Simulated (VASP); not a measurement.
# TePb: single point with LDA

The system is TePb.

```
Pb Te
1.0
     5.49841    0.00000    0.00000
    -2.74920    4.76176    0.00000
     0.00000    0.00000    6.57536
Pb Te
2 2
Direct
  0.33333 0.66667 0.93796
  0.66667 0.33333 0.43796
  0.33333 0.66667 0.43704
  0.66667 0.33333 0.93704
```

* Program: VASP 6.6.1
* Task: single point
* Functional: LDA
* Potentials or basis: VASP PAW LDA potentials, release 64 (Pb_d, Te)
* Cutoff: 520 eV
* k mesh: 6 × 6 × 4
* Occupations: gaussian, width 0.01 eV
* Spin: no spin polarisation

```
Pressure               : -2.1 GPa
Band gap on the k mesh : 1.03 eV
```

Stress tensor (GPa, compression positive):
```
-2.08  0.00  0.00
 0.00 -2.08  0.00
 0.00  0.00 -2.23
```

Levels at points of the mesh, in eV from the valence-band top:
| k point | band 16 | band 17 | band 18 | band 19 | band 20 | band 21 | band 22 | band 23 | band 24 | band 25 |
| --- | --- | --- | --- | --- | --- | --- | --- | --- | --- | --- |
| (0.00, 0.00, 0.00) | -2.65 | -2.65 | -1.38 | -1.35 | -1.35 | 1.24 | 1.24 | 2.83 | 2.83 | 3.96 |
| (0.50, 0.00, 0.00) | -3.25 | -2.46 | -1.98 | -1.77 | -0.42 | 2.25 | 3.36 | 3.37 | 3.95 | 4.71 |
| (0.00, 0.00, 0.50) | -2.05 | -2.05 | -2.05 | -1.19 | -1.19 | 1.74 | 1.74 | 1.74 | 1.74 | 2.25 |
| (0.50, 0.00, 0.50) | -2.61 | -1.41 | -1.41 | -0.60 | -0.60 | 1.18 | 1.18 | 2.65 | 2.65 | 3.83 |

It took 64 s on 1 thread of AMD EPYC 9R45 96-Core Processor (Zen 5), with other jobs on the host, peak memory 0.25 GiB.

Caveat: spin-orbit coupling is left out, which moves the levels of the heavy elements. A k mesh can miss the band edges.
